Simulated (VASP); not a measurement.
Set up this calculation in VASP 6.6.1, as the native input.

| Quantity | Value |
| --- | --- |
| Task | single point |
| Functional | PBE |
| Potentials or basis | VASP PAW PBE potentials, release 64 (Nb_sv, Mo_sv, N) |
| Cutoff | 600 eV |
| k mesh | 4 × 4 × 2 |
| Occupations | gaussian, width 0.15 eV |
| Spin | collinear spin |
| Starting moments | [0.0, 0.0, 1.0, 0.0, 0.0, 0.0] μB |
| Dipole correction | no |
| Further INCAR settings | ALGO = Normal; EDIFF = 1e-06; NBANDS = 40 |

The structure of Nb2MoN3 lies in POSCAR:

```
Nb2MoN3
1.0
    2.7450465537      0.0000000000      0.0000000000
    0.0000000000      2.7450465537      0.0000000000
    0.0000000000      0.0000000000      8.1014209756
Nb Mo N
2 1 3
Direct
    0.0000000000      0.0000000000      0.3314159646
    0.0000000000      0.0000000000      0.6685840354
    0.0000000000      0.0000000000      0.0000000000
    0.5000000000      0.5000000000      0.1615758677
    0.5000000000      0.5000000000      0.5000000000
    0.5000000000      0.5000000000      0.8384241323
```

The cell was generated, and may not be a known phase.

The input as run:

INCAR

```
SYSTEM = Nb2MoN3
PREC = Accurate
ENCUT = 600
EDIFF = 1E-6
ISMEAR = 0
SIGMA = 0.15
LREAL = .FALSE.
LASPH = .TRUE.
NELM = 200
ALGO = Normal
ISIF = 2
LWAVE = .FALSE.
LCHARG = .FALSE.
ISPIN = 2
MAGMOM = 0 0 1 0 0 0
LORBIT = 11
LMAXMIX = 4
GGA = PE
NBANDS = 40
GGA_COMPAT = .FALSE.
```

KPOINTS

```
regular mesh
0
G
  4 4 2
  0 0 0
```

Potentials or basis: VASP PAW PBE potentials, release 64 (Nb_sv, Mo_sv, N).

The run is started by

```sh
$ cat potpaw_PBE.64/Nb_sv/POTCAR potpaw_PBE.64/Mo_sv/POTCAR potpaw_PBE.64/N/POTCAR > POTCAR
$ mpirun -np 1 vasp_std > vasp.out
```

Results of the run:

```yaml
Pressure: -0.6 GPa
Largest_force: 0.054 eV/Å
Net_moment: 0.00 μB per cell
Valence_electrons_inside_the_program's_atomic_spheres: Nb 10.74; Mo 12.44; N 3.64, 3.66 (each value once)
```

Caveat: the k points lie up to 0.57 Å⁻¹ apart.

It took 2 min on 1 thread of Intel Xeon 8259CL, on a shared host, peak memory 0.25 GiB.
